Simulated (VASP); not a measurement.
# AlN (F-43m) in VASP: single point with PBEsol

Aim: the single point of AlN with PBEsol.

All numbers are computed with VASP 6.6.1; they aren't measurements. Logs are shortened: lines on timing, memory, paths and dates and some standing lists are left out, and cuts for length are marked.

## (1) The cell of the first run

Symmetry: F-43m, No. 216, cubic system. Conventional cell: a = 4.378 Å, b = 4.378 Å, c = 4.378 Å, α = 90.00°, β = 90.00°, γ = 90.00°. Within 2.5 Å of Al (site symmetry -43m) lie 4 N at 1.90 Å. N (site symmetry -43m) has 4 Al at 1.90 Å within 2.5 Å.

## (2) Single point, PBEsol

INCAR reads:

```
SYSTEM = AlN
PREC = Accurate
ENCUT = 600
EDIFF = 1E-6
ISMEAR = 0
SIGMA = 0.02
LREAL = .False.
LASPH = .True.
NELM = 120
ALGO = Normal
ISIF = 2
LWAVE = .False.
LCHARG = .False.
GGA = PS
NBANDS = 11
GGA_COMPAT = .False.
```

KPOINTS reads:

```
Automatic mesh
0
Gamma
  14 14 14
  0 0 0
```

POSCAR reads:

```
AlN
1.0
    0.0000000000      2.1888704971      2.1888704971
    2.1888704971      0.0000000000      2.1888704971
    2.1888704971      2.1888704971      0.0000000000
Al N
1 1
Direct
    0.0000000000      0.0000000000      0.0000000000
    0.2500000000      0.2500000000      0.2500000000
```

Potentials or basis: VASP PAW PBE potentials, release 64 (Al, N).

On the command line:

```sh
$ cat potpaw_PBE.64/Al/POTCAR potpaw_PBE.64/N/POTCAR > POTCAR
$ mpirun -np 1 vasp_std > vasp.out
```

OUTCAR:

```text
SYSTEM = AlN
   PREC = Accurate
   ENCUT = 600
   EDIFF = 1E-6
   ISMEAR = 0
   LREAL = .False.
   LASPH = .True.
   NELM = 120
   ISIF = 2
   GGA = PS

 ion  position               nearest neighbor table
   1  0.000  0.000  0.000-   2 1.90   2 1.90   2 1.90   2 1.90
   2  0.250  0.250  0.250-   1 1.90   1 1.90   1 1.90   1 1.90

  LATTYP: Found a face centered cubic cell.
 ALAT       =     4.3777409942

  Lattice vectors:

 A1 = (   0.0000000000,   2.1888704971,   2.1888704971)
 A2 = (   2.1888704971,   0.0000000000,   2.1888704971)
 A3 = (   2.1888704971,   2.1888704971,   0.0000000000)

Analysis of symmetry for initial positions (statically):
=====================================================================
 Subroutine PRICEL returns:
 Original cell was already a primitive cell.

 Routine SETGRP: Setting up the symmetry group for a
 face centered cubic supercell.

 Subroutine GETGRP returns: Found 24 space group operations
 (whereof 24 operations were pure point group operations)
 out of a pool of 48 trial point group operations.

The static configuration has the point symmetry T_d .

Analysis of symmetry for dynamics (positions and initial velocities):
=====================================================================
 Subroutine PRICEL returns:
 Original cell was already a primitive cell.

 Routine SETGRP: Setting up the symmetry group for a
 face centered cubic supercell.

 Subroutine GETGRP returns: Found 24 space group operations
 (whereof 24 operations were pure point group operations)
 out of a pool of 48 trial point group operations.

The dynamic configuration has the point symmetry T_d .

 Subroutine INISYM returns: Found 24 space group operations
 (whereof 24 operations are pure point group operations),
 and found     1 'primitive' translations

----------------------------------------------------------------------------------------

                                     Primitive cell

  volume of cell :      20.9744

  direct lattice vectors                    reciprocal lattice vectors
     0.000000000  2.188870497  2.188870497    -0.228428315  0.228428315  0.228428315
     2.188870497  0.000000000  2.188870497     0.228428315 -0.228428315  0.228428315
     2.188870497  2.188870497  0.000000000     0.228428315  0.228428315 -0.228428315

  length of vectors
     3.095530343  3.095530343  3.095530343     0.395649448  0.395649448  0.395649448

  position of ions in fractional coordinates (direct lattice)
     0.000000000  0.000000000  0.000000000
     0.250000000  0.250000000  0.250000000

  ion indices of the primitive-cell ions
   primitive index   ion index
                 1           1
                 2           2

----------------------------------------------------------------------------------------

 KPOINTS: Automatic mesh

Automatic generation of k-mesh.
 Grid dimensions read from file:
 generate k-points for:   14   14   14

 Generating k-lattice:

  Cartesian coordinates                     Fractional coordinates (reciprocal lattice)
    -0.016316308  0.016316308  0.016316308     0.071428571  0.000000000  0.000000000
     0.016316308 -0.016316308  0.016316308     0.000000000  0.071428571  0.000000000
     0.016316308  0.016316308 -0.016316308     0.000000000  0.000000000  0.071428571

  Length of vectors
     0.028260675  0.028260675  0.028260675

  Shift w.r.t. Gamma in fractional coordinates (k-lattice)
     0.000000000  0.000000000  0.000000000

 Subroutine IBZKPT returns following result:
 ===========================================

 Found    104 irreducible k-points:

 Following reciprocal coordinates:
            Coordinates               Weight
  0.000000  0.000000  0.000000      1.000000
  0.071429  0.000000  0.000000      8.000000
  0.142857  0.000000  0.000000      8.000000
  0.214286  0.000000  0.000000      8.000000
  0.285714  0.000000  0.000000      8.000000
  0.357143  0.000000  0.000000      8.000000
[... 16 lines left out ...]
  0.214286  0.142857  0.000000     24.000000
  0.285714  0.142857  0.000000     24.000000
 [... further k-points ...]
   k-points           NKPTS =    104   k-points in BZ     NKDIM =    104   number of bands    NBANDS=     11
   number of dos      NEDOS =    301   number of ions     NIONS =      2
   total plane-waves  NPLWV =  21952
   dimension x,y,z NGX =    28 NGY =   28 NGZ =   28
   dimension x,y,z NGXF=    56 NGYF=   56 NGZF=   56
   ions per type =               1   1
   NGX,Y,Z   is equivalent  to a cutoff of  15.04, 15.04, 15.04 a.u.
   NGXF,Y,Z  is equivalent  to a cutoff of  30.07, 30.07, 30.07 a.u.
 SYSTEM =  AlN
   PREC   = accura    normal or accurate (medium, high low for compatibility)
   ISTART =      0    job   : 0-new  1-cont  2-samecut
   ICHARG =      2    charge: 1-file 2-atom 10-const
   ISPIN  =      1    spin polarized calculation?
   LNONCOLLINEAR =      F non collinear calculations
   LSORBIT =      F    spin-orbit coupling
   LASPH  =      T    aspherical Exc in radial PAW
   ENCUT  =  600.0 eV  44.10 Ry    6.64 a.u.   6.18  6.18  6.18*2*pi/ulx,y,z
   NELM   =    120;   NELMIN=  2; NELMDL= -5     # of ELM steps
   EDIFF  = 0.1E-05   stopping-criterion for ELM
   LREAL  =      F    real-space projection
   EDIFFG = 0.1E-04   stopping-criterion for IOM
   NSW    =      0    number of steps for IOM
   IBRION =     -1    ionic relax: 0-MD 1-quasi-New 2-CG
   NFREE  =      0    steps in history (QN), initial steepest desc. (CG)
   ISIF   =      2    stress and relaxation
   ISYM   =      2    0-nonsym 1-usesym 2-fastsym
   POTIM  = 0.5000    time-step for ionic-motion
   TEBEG  =    0.0;   TEEND  =   0.0 temperature during run
   PSTRESS=    0.0 pullay stress
   NELECT =       8.0000    total number of electrons
   NUPDOWN=      -1.0000    fix difference up-down
   EMIN   =  10.00;   EMAX   =-10.00  energy-range for DOS
   EFERMI =   0.00;   METHOD = LEGACY
   ISMEAR =     0;   SIGMA  =   0.02  broadening in eV -4-tet -1-fermi 0-gaus
   EFERMI_NEDOS =   21; number of points for ismear=-14 and -15
   IALGO  =     38    algorithm
   IMIX   =      4    mixing-type and parameters
     AMIX     =   0.40;   BMIX     =  1.00
     AMIX_MAG =   1.60;   BMIX_MAG =  1.00
  volume/ion in A,a.u.               =      10.49        70.77
  Fermi-wavevector in a.u.,A,eV,Ry     =   1.187248  2.243573 19.178197  1.409558
  Thomas-Fermi vector in A             =   2.323403
   LORBIT       =      0    0 simple, 1 ext, 2 COOP (PROOUT), +10 PAW based schemes
   GGA     = PS    functional components
   LHFCALC =     F    Hartree Fock is set to
   AEXX    =    0.0000 exact exchange contribution
   IVDW    =     0    specifies the selected vdW correction
   LEPSILON=     F    determine dielectric tensor
   LRPA    =     F    only Hartree local field effects (RPA)
 non-spin polarized calculation
 Gauss-broadening in eV      SIGMA  =   0.02
  energy-cutoff  :      600.00
  volume of cell :       20.97
 maximum number of plane-waves:       725
 NGX is ok and might be reduce to    28
   NGX = 13   NGY = 13   NGZ = 13

 number of electron       7.9999999 magnetization

 Free energy of the ion-electron system (eV)
  ---------------------------------------------------
  ext. energy  EPLUGINS =         0.00000000
  ---------------------------------------------------
  free energy    TOTEN  =       -15.61301579 eV

  energy without entropy =      -15.61301579  energy(sigma->0) =      -15.61301579

 E-fermi :   5.9706     XC(G=0): -11.1004

 val. band max:        5.8148809477   @ k =   0.0000   0.0000   0.0000
 cond. band min:       8.9986734568   @ k =   0.5000   0.5000   0.0000
 fundamental gap:      3.1837925091
 Fermi energy:         5.9706328539

 k-point     1 :       0.0000    0.0000    0.0000
  band No.  band energies     occupation
      1      -9.1052      2.00000
      2       5.8149      2.00000
      3       5.8149      2.00000
      4       5.8149      2.00000
      5       9.8889      0.00000
      6      18.2181      0.00000
      7      18.2181      0.00000
      8      18.2181      0.00000
      9      23.3489      0.00000
     10      23.3489      0.00000
     11      24.6881      0.00000

 k-point     2 :       0.0714    0.0000    0.0000
  band No.  band energies     occupation
      1      -9.0297      2.00000
      2       5.3630      2.00000
      3       5.7878      2.00000
      4       5.7878      2.00000
      5      10.2630      0.00000
      6      18.0077      0.00000
      7      18.2961      0.00000
      8      18.2961      0.00000
      9      22.4794      0.00000
     10      22.4794      0.00000
     11      24.1906      0.00000

 k-point     3 :       0.1429    0.0000    0.0000
  band No.  band energies     occupation
      1      -8.8090      2.00000
      2       4.3407      2.00000
      3       5.7141      2.00000
      4       5.7141      2.00000
      5      11.0424      0.00000
      6      17.5003      0.00000
      7      18.4018      0.00000
      8      18.4018      0.00000
      9      21.6467      0.00000
     10      21.6467      0.00000
     11      23.4472      0.00000

 k-point     4 :       0.2143    0.0000    0.0000
  band No.  band energies     occupation
      1      -8.4615      2.00000
      2       3.1394      2.00000
      3       5.6124      2.00000
      4       5.6124      2.00000
      5      11.8194      0.00000
      6      16.9099      0.00000
      7      18.2113      0.00000
      8      18.2113      0.00000
      9      21.6115      0.00000
     10      21.6115      0.00000
     11      22.9364      0.00000
[... 239 lines left out ...]
 k-point    22 :       0.1429    0.1429    0.0000
  band No.  band energies     occupation
      1      -8.7111      2.00000
      2       4.4175      2.00000
      3       5.4163      2.00000
      4       5.4163      2.00000
      5      11.3286      0.00000
      6      17.1044      0.00000
      7      18.7648      0.00000
      8      18.7648      0.00000
      9      18.9104      0.00000
     10      23.9626      0.00000
     11      25.9451      0.00000

 k-point    23 :       0.2143    0.1429    0.0000
  band No.  band energies     occupation
      1      -8.4548      2.00000
      2       3.6639      2.00000
      3       5.2442      2.00000
      4       5.2915      2.00000
      5      11.8100      0.00000
      6      16.7196      0.00000
      7      17.7207      0.00000
      8      18.9339      0.00000
      9      19.3829      0.00000
     10      23.9247      0.00000
     11      25.6743      0.00000

 k-point    24 :       0.2857    0.1429    0.0000
  band No.  band energies     occupation
      1      -8.0878      2.00000
      2       2.6814      2.00000
      3       5.1026      2.00000
      4       5.1415      2.00000
      5      12.2591      0.00000
      6      16.3075      0.00000
      7      17.0576      0.00000
      8      18.8104      0.00000
      9      20.1201      0.00000
     10      24.1693      0.00000
     11      25.2532      0.00000

 [... further k-points ...]

------------------------ aborting loop because EDIFF is reached ----------------------------------------

  FORCE on cell =-STRESS in cart. coord.  units (eV):
  Direction    XX          YY          ZZ          XY          YZ          ZX
  --------------------------------------------------------------------------------------
  -------------------------------------------------------------------------------------
  Total       -0.0245198     -0.0245198     -0.0245198     -0.0000000      0.0000000     -0.0000000
  in kB       -1.8729960     -1.8729960     -1.8729960     -0.0000000      0.0000000     -0.0000000
  external PRESSURE =      -1.8729960 kB  Pullay stress =       0.0000000 kB

 VOLUME and BASIS-vectors are now :
 -----------------------------------------------------------------------------
  energy-cutoff  :      600.00
  volume of cell :       20.97
      direct lattice vectors                 reciprocal lattice vectors
     0.000000000  2.188870497  2.188870497    -0.228428315  0.228428315  0.228428315
     2.188870497  0.000000000  2.188870497     0.228428315 -0.228428315  0.228428315
     2.188870497  2.188870497  0.000000000     0.228428315  0.228428315 -0.228428315

 POSITION                                       TOTAL-FORCE (eV/Angst)
 -----------------------------------------------------------------------------------
      0.00000      0.00000      0.00000         0.000000      0.000000      0.000000
      1.09444      1.09444      1.09444        -0.000000     -0.000000     -0.000000
 -----------------------------------------------------------------------------------
    total drift:                                0.000000      0.000000      0.000000

  FREE ENERGIE OF THE ION-ELECTRON SYSTEM (eV)
  ---------------------------------------------------
  free  energy   TOTEN  =       -15.6130157864 eV

  energy  without entropy=      -15.6130157864  energy(sigma->0) =      -15.61301579
```

It took 50 s on 1 thread of Intel Xeon 8259CL, shared host; peak memory 0.17 GiB.

Results:

* Free energy: -15.6130 eV
* Pressure: -0.2 GPa
* Band gap on the k mesh: 3.18 eV (least direct gap 4.07 eV)

Caveat: the PAW data sets were made with another functional, which shifts forces and pressure a little.
